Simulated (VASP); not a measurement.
Input of a VASP 6.6.1 run:

Contents of INCAR:

```
SYSTEM = B
PREC = Accurate ; ENCUT = 520
EDIFF = 1E-6 ; ISMEAR = -1
SIGMA = 0.1 ; LREAL = .FALSE.
LASPH = .TRUE. ; NELM = 100
ALGO = Normal ; ISIF = 2
LWAVE = .FALSE. ; LCHARG = .FALSE.
GGA = RP ; NBANDS = 8
```

KPOINTS

```
Automatic mesh
0
G
  21 21 21
  0 0 0
```

POSCAR

```
B
1.0
    0.0000000000      1.4596712862      1.4596712862
    1.4596712862      0.0000000000      1.4596712862
    1.4596712862      1.4596712862      0.0000000000
B
1
Direct
    0.0000000000      0.0000000000      0.0000000000
```

Potentials or basis: VASP PAW PBE potentials, release 64 (B).

The run is started by

```console
$ cat potpaw_PBE.64/B/POTCAR > POTCAR
$ mpirun -np 1 vasp_std > vasp.out
```

(1) What does it give for the pressure?

## Answers

(1) -9.8 GPa.

Caveat: the PAW data sets were made with another functional, which shifts forces and pressure a little.
